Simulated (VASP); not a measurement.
Crystal: CoO.

```xyz
2
Lattice="0.0000 2.1315 2.1315 2.1315 0.0000 2.1315 2.1315 2.1315 0.0000" Properties=species:S:1:pos:R:3 pbc="T T T"
Co    0.0000    0.0000    0.0000
O     2.1315    2.1315    2.1315
```

| Item | Value |
| --- | --- |
| Program | VASP 6.6.1 |
| Task | relaxation of cell and atoms |
| Functional | RPBE |
| Potentials or basis | VASP PAW PBE potentials, release 64 (Co, O) |
| Cutoff | 600 eV |
| k mesh | 11 × 11 × 11 |
| Occupations | fermi-dirac, width 0.05 eV |
| Spin | collinear spin, ferromagnetic start |
| Starting moments | [2.0, 0.0] μB |

At the start: pressure 3.6 GPa; volume 9.68 Å³/atom.

**Question.** Where does the relaxation end?

**Answer.** Over 3 steps the energy falls by 2.3 meV/atom and the volume is 9.89 Å³/atom (+2.1 %); space group Fm-3m (No. 225, to 0.05 Å); moment 2.96 μB per cell.

The path:
| step | energy change (eV) | largest force (eV/Å) | pressure (GPa) | volume (Å³) |
| --- | --- | --- | --- | --- |
| 1 | 0.0000 | 0.0000 | 3.60 | 19.37 |
| 2 | -0.0035 | 0.0000 | -1.60 | 19.98 |
| 3 | -0.0045 | 0.0000 | 0.03 | 19.78 |

Final structure:
```xyz
2
Lattice="0.0000 2.1466 2.1466 2.1466 0.0000 2.1466 2.1466 2.1466 0.0000" Properties=species:S:1:pos:R:3 pbc="T T T"
Co    0.0000    0.0000    0.0000
O     2.1466    2.1466    2.1466
```

Caveat: the PAW data sets were made with another functional, which shifts forces and pressure a little; a cell with one magnetic atom can't hold antiferromagnetic order, which such compounds often take.
